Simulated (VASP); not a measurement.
Set up this calculation in VASP 6.6.1, as the native input.

```yaml
Task: single point
Functional: LDA
Potentials_or_basis: VASP PAW LDA potentials, release 64 (Cu)
Cutoff: 600 eV
k_mesh: 15 × 15 × 15
Occupations: methfessel-paxton, width 0.2 eV
Spin: no spin polarisation
Dipole_correction: no
Further_INCAR_settings: ALGO = Normal; EDIFF = 1e-06; NBANDS = 12
```

The structure of Cu lies in POSCAR:

```
Cu
1.0
   -1.4427933200      1.4427933200      1.3760814500
    1.4427933200     -1.4427933200      1.3760814500
    1.4427933200      1.4427933200     -1.3760814500
Cu
1
Direct
    0.0000000000      0.0000000000      0.0000000000
```

These files were run (other wordings do the same):

INCAR

```
SYSTEM = Cu
ALGO = Normal ; EDIFF = 1E-6
ENCUT = 600 ; GGA = CA
GGA_COMPAT = .False. ; ISIF = 2
ISMEAR = 1 ; LASPH = .True.
LCHARG = .True. ; LELF = .True.
LREAL = .False. ; LVHAR = .True.
LWAVE = .False. ; NBANDS = 12
NELM = 120 ; PREC = Accurate
SIGMA = 0.2
```

KPOINTS

```
k-points
0
Gamma
  15 15 15
  0 0 0
```

Potentials or basis: VASP PAW LDA potentials, release 64 (Cu).

Launch:

```sh
$ cat potpaw_LDA.64/Cu/POTCAR > POTCAR
$ mpirun -np 1 vasp_std > vasp.out
```

Results of the run:

```
Pressure               : -6.9 GPa
Band gap on the k mesh : zero (an odd number of electrons rules out a gap without spin polarisation)
```

Caveat: the cell stands under tension.

Run time: 19 s on 1 thread of Intel(R) Xeon(R) 6975P-C (Granite Rapids), on a shared host, peak memory 0.15 GiB.
